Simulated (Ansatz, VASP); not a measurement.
Given: the input of a run of VASP 6.6.1 on Pb.

The input INCAR:

```
SYSTEM = Pb
ALGO = Normal
EDIFF = 1E-6
ENCUT = 520
GGA = PE
ISIF = 2
ISMEAR = 0
LASPH = .TRUE.
LCHARG = .FALSE.
LREAL = .FALSE.
LWAVE = .FALSE.
NBANDS = 13
NELM = 100
PREC = Accurate
SIGMA = 0.025
```

KPOINTS

```
k-points
0
G
  9 9 9
  0 0 0
```

File POSCAR:

```
Pb
1.0
    0.0000000000      2.4750200000      2.4750200000
    2.4750200000      0.0000000000      2.4750200000
    2.4750200000      2.4750200000      0.0000000000
Pb
1
Direct
    0.0000000000      0.0000000000      0.0000000000
```

Potentials or basis: VASP PAW PBE potentials, release 64 (Pb_d).

The run is started by

```bash
$ cat potpaw_PBE.64/Pb_d/POTCAR > POTCAR
$ mpirun -np 1 vasp_std > vasp.out
```

Set up the same calculation for Ansatz 0.2.0. Potentials there: Ansatz PAW.

As run (the cutoff follows the program's own potentials):

Contents of input.yaml:

```yaml
crystal:
  lattice:
    - [0.0, 2.47502, 2.47502]
    - [2.47502, 0.0, 2.47502]
    - [2.47502, 2.47502, 0.0]
  atoms:
    - { symbol: Pb, position: [0.0, 0.0, 0.0] }
hamiltonian:
  xc: pbe
  pseudopotentials: { kind: paw }
kpoints:
  mp_grid: { grid: [9, 9, 9] }
scf:
  occupations: { method: gaussian, width: 0.025 }
output:
  forces: true
  stress: true
  eigenvalues: true
```

Potentials or basis: Ansatz PAW.

Run with:

```sh
$ ansatz run input.yaml --threads 2 --pin off --max-ram 5632MiB --backend cpu --events-out ev --progress --plain --runs-dir out
```

Both were run:

|  | VASP | Ansatz | Ansatz less VASP |
| --- | --- | --- | --- |
| gap on the k mesh at the Fermi level (eV) | none | none | - |
| pressure (GPa) | 2.2 | 2.2 | +0.06 |

A gap of «none» marks a metal or a gap that the smearing closes.

Spin-orbit coupling is off throughout.
